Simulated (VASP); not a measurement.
Runs of VASP 6.6.1 on Zr. The structure is that of space group P6_3/mmc (No. 194), or close to it. The cells are those of the table. 

```tsv
cell	further INCAR settings	gap on the mesh (eV)	pressure (GPa)
a = 3.135, b = 3.135, c = 5.070 Å, angles 90.0, 90.0, 120.0°, 2 atoms	ALGO = Fast; EDIFF = 1e-07; NBANDS = 19	none	8.5
a = 3.329, b = 3.329, c = 5.301 Å, angles 90.0, 90.0, 120.0°, 2 atoms	ALGO = Fast; EDIFF = 1e-06; NBANDS = 19	none	-6.8
a = 3.232, b = 3.232, c = 5.301 Å, angles 90.0, 90.0, 120.0°, 2 atoms	ALGO = Fast; EDIFF = 1e-07; NBANDS = 19	none	(c)
a = 3.329, b = 3.329, c = 5.147 Å, angles 90.0, 90.0, 120.0°, 2 atoms	ALGO = Fast; EDIFF = 1e-06; NBANDS = 19	none	-4.5
a = 3.135, b = 3.135, c = 4.993 Å, angles 90.0, 90.0, 120.0°, 2 atoms	ALGO = Fast; EDIFF = 1e-06; NBANDS = 19	none	10.6
a = 3.135, b = 3.135, c = 5.301 Å, angles 90.0, 90.0, 120.0°, 2 atoms	ALGO = Fast; EDIFF = 1e-06; NBANDS = 19	none	3.3
a = 3.232, b = 3.232, c = 4.993 Å, angles 90.0, 90.0, 120.0°, 2 atoms	ALGO = Fast; EDIFF = 1e-06; NBANDS = 19	none	(a)
a = 3.135, b = 3.135, c = 5.147 Å, angles 90.0, 90.0, 120.0°, 2 atoms	ALGO = Fast; EDIFF = 1e-06; NBANDS = 19	none	(b)
a = 3.329, b = 3.329, c = 4.993 Å, angles 90.0, 90.0, 120.0°, 2 atoms	ALGO = Fast; EDIFF = 1e-06; NBANDS = 19	none	-1.8
```

Alike in all rows: task single point; level PBE; potentials or basis VASP PAW PBE potentials, release 64 (Zr_sv); no spin polarisation; k mesh 18 × 18 × 10; cutoff (eV) 520; smearing gaussian 0.15 eV.

Question: Estimate the missing entries.

Answer: (a) 3.7; (b) 6.6; (c) -2.3.

A k mesh can miss the band edges, and the runs leave out spin-orbit coupling on Zr.

A gap of «none» marks levels without a gap at the run's occupations.
